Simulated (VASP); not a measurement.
Runs of VASP 6.6.1 on BAs. The structure is that of space group F-43m (No. 216), or close to it. The cells are those of the table. 

```tsv
level	cell	gap on the mesh (eV)	pressure (GPa)
PBE+D3(BJ)	a = 3.370 Å, angles 60.0°, 2 atoms	(a)	0.6
RPBE	a = 3.378 Å, angles 60.0°, 2 atoms	1.22	6.0
RPBE	a = 3.423 Å, angles 60.0°, 2 atoms	1.26	0.5
revPBE+D3(BJ)	a = 3.398 Å, angles 60.0°, 2 atoms	1.23	(b)
RPBE	a = 3.446 Å, angles 60.0°, 2 atoms	1.28	-2.0
```

Alike in all rows: task single point; potentials or basis VASP PAW PBE potentials, release 64 (B, As); no spin polarisation; k mesh 8 × 8 × 8; cutoff (eV) 500; smearing gaussian 0.05 eV.

Q: Estimate the missing entries.

A: (a) 1.18; (b) -4.6.

Caveats: the PAW data sets were made with another functional, which shifts forces and pressure a little (some runs).

A k mesh can miss the band edges, and the runs leave out spin-orbit coupling on As.
